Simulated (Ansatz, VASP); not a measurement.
## One calculation of Al, two programs

```
Al
1.0
     2.72157    0.00000    0.00000
     0.00000    2.72157    0.00000
     0.00000    0.00000    2.72157
Al
1
Cartesian
  0.0000 0.0000 0.0000
```

Alike in both runs: task electric field gradients; functional PBEsol; k mesh 15 × 15 × 15; occupations fermi-dirac, width 0.05 eV; no spin polarisation.

```csv
,VASP,Ansatz
version,VASP 6.6.1,Ansatz 0.2.0
potentials or method,"VASP PAW PBE potentials, release 64 (Al)","PAW with Ansatz's default frozen-core files, scalar-relativistic"
plane-wave cutoff (eV),400,420
valence electrons in the cell,3,3
```

```tsv
	VASP	Ansatz	Ansatz less VASP
pressure (GPa)	-1.3	-1.3	-0.06
```

VASP's potentials were made for PBE, not for PBEsol.
